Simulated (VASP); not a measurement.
Input of a VASP 6.6.1 run:

File POSCAR:

```
B
1.0
    1.6074099673      0.0000000000      0.0000000000
    0.0000000000      2.8630629128      0.0000000000
    0.0000000000      0.0000000000      3.8453353218
B
2
Direct
    0.0000000000      0.5000000000      0.6154137487
    0.5000000000      0.0000000000      0.3845862513
```

Contents of INCAR.step1:

```
SYSTEM = B
PREC = Accurate ; ENCUT = 520
EDIFF = 1E-5 ; ISMEAR = -1
SIGMA = 0.05 ; LREAL = .FALSE.
LASPH = .TRUE. ; NELM = 100
ALGO = Normal ; ISIF = 2
LWAVE = .TRUE. ; LCHARG = .FALSE.
GGA = PE ; NBANDS = 10
```

The input INCAR.step2:

```
SYSTEM = B
PREC = Accurate ; ENCUT = 520
EDIFF = 1E-6 ; ISMEAR = -1
SIGMA = 0.05 ; LREAL = .FALSE.
LASPH = .TRUE. ; NELM = 100
ALGO = Normal ; ISIF = 2
LWAVE = .FALSE. ; LCHARG = .FALSE.
GGA = PS ; LHFCALC = .TRUE.
AEXX = 0.25 ; PRECFOCK = Normal
ISTART = 1 ; NBANDS = 10
```

The input KPOINTS:

```
Automatic mesh
0
G
  8 5 4
  0 0 0
```

Potentials or basis: VASP PAW PBE potentials, release 64 (B).

The run is started by

```bash
$ cat potpaw_PBE.64/B/POTCAR > POTCAR
$ cp INCAR.step1 INCAR
$ mpirun -np 1 vasp_std > vasp.out
$ cp INCAR.step2 INCAR
$ mpirun -np 1 vasp_std > vasp.out
```

**Question.** Predict the pressure.

**Answer.** 0.0 GPa.

**Question.** Estimate the band gap on the k mesh.

**Answer.** Zero (band 3 reaches 12.67 eV, above the bottom of band 4 at 0.22 eV).

Stress tensor (GPa, compression positive):
```
 0.39  0.00  0.00
 0.00 -0.03  0.00
 0.00  0.00 -0.32
```

Caveat: the k points lie up to 0.49 Å⁻¹ apart; the PAW data sets were made with another functional, which shifts forces and pressure a little.
